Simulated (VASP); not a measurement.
The system is C.

```xyz
2
Lattice="0.0000 1.8183 1.8183 1.8183 0.0000 1.8183 1.8183 1.8183 0.0000" Properties=species:S:1:pos:R:3 pbc="T T T"
C     2.7275    2.7275    2.7275
C     1.8183    1.8183    1.8183
```

Base run:

```yaml
Program: VASP 6.6.1
Functional: r2SCAN
Potentials_or_basis: VASP PAW PBE potentials, release 64 (C)
Cutoff: 520 eV
k_mesh: 13 × 13 × 13
Occupations: fermi-dirac, width 0.05 eV
Spin: no spin polarisation
```

Its results: band gap on the k mesh 4.21 eV, indirect (least direct gap 5.68 eV); pressure -24.6 GPa.

Problem. The run is repeated on the same cell with these changes: dispersion from none to rVV10. What comes out?

Solution. Band gap on the k mesh 4.17 eV, indirect (least direct gap 5.67 eV); pressure -25.5 GPa.

Dispersion adds attraction, which lowers the pressure at fixed volume.

Caveats: the PAW data sets were made with another functional, which shifts forces and pressure a little.

A k mesh can miss the band edges.
